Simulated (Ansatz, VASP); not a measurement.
**One calculation of CeO2, two programs**

```
Ce O
1.0
     0.00000    2.69119    2.69119
     2.69119    0.00000    2.69119
     2.69119    2.69119    0.00000
Ce O
1 2
Direct
  0.00000 0.00000 0.00000
  0.25000 0.25000 0.25000
  0.75000 0.75000 0.75000
```

Alike in both runs: task single point; functional r2SCAN; k mesh 6 × 6 × 6; no spin polarisation.

|  | VASP | Ansatz |
| --- | --- | --- |
| version | VASP 6.6.1 | Ansatz 0.2.0 |
| potentials or method | VASP PAW PBE potentials, release 64 (Ce, O) | plane waves, PAW |
| plane-wave cutoff (eV) | 520 | 500 |
| occupations | gaussian, width 0.01 eV | fixed |
| valence electrons in the cell | 24 | 24 |

|  | VASP | Ansatz | Ansatz less VASP |
| --- | --- | --- | --- |
| gap on the k mesh at the Fermi level (eV) | 2.39 | 2.43 | +0.045 |
| pressure (GPa) | 6.0 | 6.2 | +0.27 |

VASP's potentials were made for PBE, not for r2SCAN. Ansatz's warnings: metallic iterate.

Neither program's run includes spin-orbit coupling.
